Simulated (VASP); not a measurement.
# MnSb (Fm-3m) in VASP: settings compared

Aim: see how the results for MnSb move with the level of theory and the settings. Levels: PBEsol, PBE. Tasks: single point.

All numbers are computed with VASP 6.6.1; they aren't measurements. Logs are shortened: lines on timing, memory, paths and dates and some standing lists are left out, and cuts for length are marked.

**1. The cell of the first run**

The structure is cubic, space group Fm-3m (No. 225). The conventional cell has a = 5.590 Å, b = 5.590 Å, c = 5.590 Å, α = 90.00°, β = 90.00°, γ = 90.00°. Sb (site symmetry m-3m) has 6 Mn at 2.80 Å within 3.7 Å. Within 3.7 Å of Mn (site symmetry m-3m) lie 6 Sb at 2.80 Å.

**2. Single point, PBEsol, collinear spin, ferromagnetic start**

Input file INCAR:

```
ALGO = Normal
EDIFF = 1E-6
ENCUT = 520
GGA = PS
ISIF = 2
ISMEAR = 0
ISPIN = 2
LASPH = T
LCHARG = F
LMAXMIX = 4
LORBIT = 11
LREAL = F
LWAVE = F
MAGMOM = 0 4
NBANDS = 20
NELM = 150
PREC = Accurate
SIGMA = 0.02
```

Input file KPOINTS:

```
k-points
0
Gamma
  8 8 8
```

Input file POSCAR:

```
MnSb
1.0
    3.9527495300      0.0000000000      0.0000000000
    1.9763747650      3.4231815078      0.0000000000
    1.9763747650      1.1410605026      3.2274064765
Sb Mn
1 1
Direct
    0.5000000000      0.5000000000      0.5000000000
    0.0000000000      0.0000000000      0.0000000000
```

Potentials or basis: VASP PAW PBE potentials, release 64 (Sb, Mn_pv).

Command:

```console
> cat potpaw_PBE.64/Sb/POTCAR potpaw_PBE.64/Mn_pv/POTCAR > POTCAR
> mpirun -np 1 vasp_std > vasp.out
```

OUTCAR:

```text
EDIFF = 1E-6
   ENCUT = 520
   GGA = PS
   ISIF = 2
   ISMEAR = 0
   ISPIN = 2
   LASPH = T
   LORBIT = 11
   LREAL = F
   NELM = 150
   PREC = Accurate

 ion  position               nearest neighbor table
   1  0.500  0.500  0.500-   2 2.80   2 2.80   2 2.80   2 2.80   2 2.80   2 2.80
   2  0.000  0.000  0.000-   1 2.80   1 2.80   1 2.80   1 2.80   1 2.80   1 2.80

  LATTYP: Found a face centered cubic cell.
 ALAT       =     5.5900319940

  Lattice vectors:

 A1 = (   3.9527495300,   0.0000000000,   0.0000000000)
 A2 = (   1.9763747650,   3.4231815078,   0.0000000000)
 A3 = (   1.9763747650,   1.1410605026,   3.2274064765)

Analysis of symmetry for initial positions (statically):
=====================================================================
 Subroutine PRICEL returns:
 Original cell was already a primitive cell.

 Routine SETGRP: Setting up the symmetry group for a
 face centered cubic supercell.

 Subroutine GETGRP returns: Found 48 space group operations
[... 9 lines left out ...]

 Routine SETGRP: Setting up the symmetry group for a
 face centered cubic supercell.

 Subroutine GETGRP returns: Found 48 space group operations
 (whereof 48 operations were pure point group operations)
 out of a pool of 48 trial point group operations.

The dynamic configuration has the point symmetry O_h .

Analysis of structural, dynamic, and magnetic symmetry:
=====================================================================
 Subroutine PRICEL returns:
 Original cell was already a primitive cell.

 Routine SETGRP: Setting up the symmetry group for a
 face centered cubic supercell.

 Subroutine GETGRP returns: Found 48 space group operations
 (whereof 48 operations were pure point group operations)
 out of a pool of 48 trial point group operations.

The overall configuration has the point symmetry O_h .

 Subroutine INISYM returns: Found 48 space group operations
[... 5 lines left out ...]
                                     Primitive cell

  volume of cell :      43.6700

  direct lattice vectors                    reciprocal lattice vectors
     3.952749530  0.000000000  0.000000000     0.252988456 -0.146062953 -0.103282105
     1.976374765  3.423181508  0.000000000     0.000000000  0.292125906 -0.103282105
     1.976374765  1.141060503  3.227406477     0.000000000  0.000000000  0.309846314

  length of vectors
     3.952749530  3.952749530  3.952749530     0.309846314  0.309846314  0.309846314
[... 92 lines left out ...]
   NELECT =      18.0000    total number of electrons
   NUPDOWN=      -1.0000    fix difference up-down
   EMIN   =  10.00;   EMAX   =-10.00  energy-range for DOS
   EFERMI =   0.00;   METHOD = LEGACY
   ISMEAR =     0;   SIGMA  =   0.02  broadening in eV -4-tet -1-fermi 0-gaus
   EFERMI_NEDOS =   21; number of points for ismear=-14 and -15
   IALGO  =     38    algorithm
   IMIX   =      4    mixing-type and parameters
     AMIX     =   0.40;   BMIX     =  1.00
     AMIX_MAG =   1.60;   BMIX_MAG =  1.00
  volume/ion in A,a.u.               =      21.83       147.35
  Fermi-wavevector in a.u.,A,eV,Ry     =   1.218348  2.302344 20.196106  1.484372
  Thomas-Fermi vector in A             =   2.353638
   LORBIT       =     11    0 simple, 1 ext, 2 COOP (PROOUT), +10 PAW based schemes
   GGA     = PS    functional components
   LHFCALC =     F    Hartree Fock is set to
   AEXX    =    0.0000 exact exchange contribution
   IVDW    =     0    specifies the selected vdW correction
   LEPSILON=     F    determine dielectric tensor
   LRPA    =     F    only Hartree local field effects (RPA)
 spin polarized calculation
 Gauss-broadening in eV      SIGMA  =   0.02
  energy-cutoff  :      520.00
  volume of cell :       43.67
 maximum number of plane-waves:      1243
 NGX is ok and might be reduce to    30
   NGX = 15   NGY = 15   NGZ = 15

 number of electron      17.9999988 magnetization       3.8592817

 Free energy of the ion-electron system (eV)
  ---------------------------------------------------
  ext. energy  EPLUGINS =         0.00000000
  ---------------------------------------------------
  free energy    TOTEN  =       -13.78727854 eV

  energy without entropy =      -13.78693307  energy(sigma->0) =      -13.78710580

 E-fermi :   7.4003     XC(G=0): -10.7037

 val. band max:        7.3909697163   @ k =  -0.2500   0.3750   0.1250
 cond. band min:       7.4030044768   @ k =   0.2500   0.2500  -0.0000
 fundamental gap:      0.0120347605
 Fermi energy:         7.4003098020

 spin component 1

 k-point     1 :       0.0000    0.0000    0.0000
  band No.  band energies     occupation
      1     -42.6680      1.00000
      2     -42.6680      1.00000
      3     -42.6680      1.00000
      4      -4.0868      1.00000
      5       4.4149      1.00000
      6       4.4149      1.00000
[... 541 lines left out ...]
     19      21.5110      0.00000
     20      21.5592      0.00000

 [... further k-points ...]

 spin component 2

 k-point     1 :       0.0000    0.0000    0.0000
  band No.  band energies     occupation
      1     -38.7677      1.00000
      2     -38.7677      1.00000
      3     -38.7677      1.00000
      4      -3.9618      1.00000
      5       7.6357      0.00000
      6       7.6357      0.00000
[... 541 lines left out ...]
     19      21.8911      0.00000
     20      21.8959      0.00000

 [... further k-points ...]
[... 5 lines left out ...]
  --------------------------------------------------------------------------------------
  -------------------------------------------------------------------------------------
  Total       -1.0732639     -1.0732639     -1.0732639      0.0000000      0.0000000      0.0000000
  in kB      -39.3762369    -39.3762369    -39.3762369      0.0000000      0.0000000      0.0000000
  external PRESSURE =     -39.3762369 kB  Pullay stress =       0.0000000 kB

 VOLUME and BASIS-vectors are now :
 -----------------------------------------------------------------------------
  energy-cutoff  :      520.00
  volume of cell :       43.67
      direct lattice vectors                 reciprocal lattice vectors
     3.952749530  0.000000000  0.000000000     0.252988456 -0.146062953 -0.103282105
     1.976374765  3.423181508  0.000000000     0.000000000  0.292125906 -0.103282105
     1.976374765  1.141060503  3.227406477     0.000000000  0.000000000  0.309846314

 POSITION                                       TOTAL-FORCE (eV/Angst)
 -----------------------------------------------------------------------------------
      3.95275      2.28212      1.61370        -0.000000      0.000000      0.000000
      0.00000      0.00000      0.00000         0.000000      0.000000      0.000000
 -----------------------------------------------------------------------------------
    total drift:                                0.000000     -0.000000     -0.000000

  FREE ENERGIE OF THE ION-ELECTRON SYSTEM (eV)
  ---------------------------------------------------
  free  energy   TOTEN  =       -13.7872785413 eV

  energy  without entropy=      -13.7869330656  energy(sigma->0) =      -13.78710580

 total charge

# of ion       s       p       d       tot
------------------------------------------
    1        1.144   1.292   0.035   2.472
    2        0.282   6.187   4.991  11.460
--------------------------------------------------
tot          1.427   7.479   5.026  13.932

 magnetization (x)

# of ion       s       p       d       tot
------------------------------------------
    1        0.012  -0.123   0.011  -0.100
    2        0.071   0.036   3.655   3.763
--------------------------------------------------
tot          0.083  -0.086   3.666   3.663
```

OSZICAR:

```text
N       E                     dE             d eps       ncg     rms          rms(c)
DAV:   1     0.129676081996E+03    0.12968E+03   -0.93590E+03  2360   0.882E+02
DAV:   2    -0.980369085095E+01   -0.13948E+03   -0.13251E+03  2408   0.255E+02
DAV:   3    -0.149701906241E+02   -0.51665E+01   -0.51199E+01  2752   0.542E+01
DAV:   4    -0.150374976306E+02   -0.67307E-01   -0.67282E-01  2588   0.625E+00
DAV:   5    -0.150392031524E+02   -0.17055E-02   -0.17055E-02  2644   0.100E+00    0.105E+01
DAV:   6    -0.154231526857E+02   -0.38395E+00   -0.92821E+00  2540   0.379E+01    0.161E+01
DAV:   7    -0.137582140353E+02    0.16649E+01   -0.47563E+00  2512   0.266E+01    0.491E+00
DAV:   8    -0.137877171247E+02   -0.29503E-01   -0.14947E-01  2556   0.311E+00    0.230E+00
DAV:   9    -0.137803052151E+02    0.74119E-02   -0.85939E-02  2496   0.291E+00    0.150E+00
DAV:  10    -0.137846746758E+02   -0.43695E-02   -0.10119E-02  2528   0.694E-01    0.982E-01
DAV:  11    -0.137871301135E+02   -0.24554E-02   -0.36425E-03  2532   0.641E-01    0.321E-01
DAV:  12    -0.137872670560E+02   -0.13694E-03   -0.98284E-04  2572   0.300E-01    0.721E-02
DAV:  13    -0.137872671319E+02   -0.75906E-07   -0.27799E-04  2572   0.148E-01    0.742E-02
DAV:  14    -0.137872775965E+02   -0.10465E-04   -0.10135E-04  2440   0.105E-01    0.200E-02
DAV:  15    -0.137872786256E+02   -0.10292E-05   -0.30391E-06  2528   0.115E-02    0.784E-03
DAV:  16    -0.137872785413E+02    0.84300E-07   -0.98088E-08  1240   0.256E-03
   1 F= -.13787279E+02 E0= -.13787106E+02  d E =-.345476E-03  mag=     3.8594
```

It took 59 s on 1 thread of Intel Xeon Platinum 8488C (Sapphire Rapids), shared host; peak memory 0.21 GiB.

What came out:

| Property | Result |
| --- | --- |
| Free energy | -13.7873 eV |
| Pressure | -3.9 GPa |
| Net moment | 3.86 μB per cell |
| Site moments | Sb -0.10; Mn +3.76 μB |
| Valence electrons inside the program's atomic spheres | Sb 2.47; Mn 11.46 |

Caveat: the PAW data sets were made with another functional, which shifts forces and pressure a little; spin-orbit coupling is left out, which moves the levels of the heavy elements; a cell with one magnetic atom can't hold antiferromagnetic order, which such compounds often take.

(Continued in part 2 of 3.)
